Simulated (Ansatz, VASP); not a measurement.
# HfN in VASP and in Ansatz

```
Hf N
1.0
     0.00000    2.45482    2.45482
     2.45482    0.00000    2.45482
     2.45482    2.45482    0.00000
Hf N
1 1
Direct
  0.00000 0.00000 0.00000
  0.25000 0.25000 0.25000
```

Alike in both runs: task single point; functional r2SCAN0; k mesh 5 × 5 × 5; occupations fermi-dirac, width 0.05 eV; no spin polarisation.

|  | VASP | Ansatz |
| --- | --- | --- |
| version | VASP 6.6.1 | Ansatz 0.2.0 |
| potentials or method | VASP PAW PBE potentials, release 64 (Hf_pv, N) | Ansatz PAW |
| plane-wave cutoff (eV) | 520 | 500 |
| valence electrons in the cell | 15 | 31 |

Ansatz gave:

* gap on the k mesh at the Fermi level (eV): none
* pressure (GPa): -3.0

Question: What did VASP give for the same quantities?

Answer: gap on the k mesh at the Fermi level (eV): none; pressure (GPa): -6.1.

VASP's potentials were made for PBE, not for r2SCAN0. A gap of «none» marks a metal or a gap that the smearing closes. VASP's potentials hold 15 valence electrons a cell and Ansatz's 31, so a difference there can come from the potentials and not from the codes.

The k mesh is coarse, so the values compare programs but aren't converged. Neither program's run includes spin-orbit coupling.
